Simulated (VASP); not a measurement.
Set up this calculation in VASP 6.6.1, as the native input.

```
Task                   : single point
Functional             : PBEsol
Potentials or basis    : VASP PAW PBE potentials, release 64 (K_sv)
Cutoff                 : 520 eV
k mesh                 : 14 × 14 × 14
Occupations            : gaussian, width 0.15 eV
Spin                   : no spin polarisation
Dipole correction      : no
Further INCAR settings : ALGO = Fast; EDIFF = 1e-06; NBANDS = 10
```

The structure of K lies in POSCAR:

```
K
1.0
   -2.2993901687      2.6278744785      2.6278744785
    2.6278744785     -2.2993901687      2.6278744785
    2.6278744785      2.6278744785     -2.2993901687
K
1
Direct
    0.0000000000      0.0000000000      0.0000000000
```

This cell differs from its parent crystal: ratio of the length along [111] to the lengths across it x 1.2, volume and fractional coordinates fixed.

The input as run:

INCAR

```
SYSTEM = K
ALGO = Fast
EDIFF = 1E-6
ENCUT = 520
GGA = PS
ISIF = 2
ISMEAR = 0
LASPH = .True.
LCHARG = .False.
LREAL = .False.
LWAVE = .False.
NBANDS = 10
NELM = 60
PREC = Accurate
SIGMA = 0.15
```

KPOINTS

```
k-points
0
Gamma
  14 14 14
  0 0 0
```

Potentials or basis: VASP PAW PBE potentials, release 64 (K_sv).

Command:

```bash
$ cat potpaw_PBE.64/K_sv/POTCAR > POTCAR
$ mpirun -np 1 vasp_std > vasp.out
```

It gave:

* Pressure: 0.0 GPa
* Band gap on the k mesh: zero (an odd number of electrons rules out a gap without spin polarisation)

Caveat: the PAW data sets were made with another functional, which shifts forces and pressure a little.

It took 3.6 min on 1 thread of Intel(R) Xeon(R) Platinum 8375C CPU @ 2.90GHz (Ice Lake), on a shared host, peak memory 0.34 GiB.
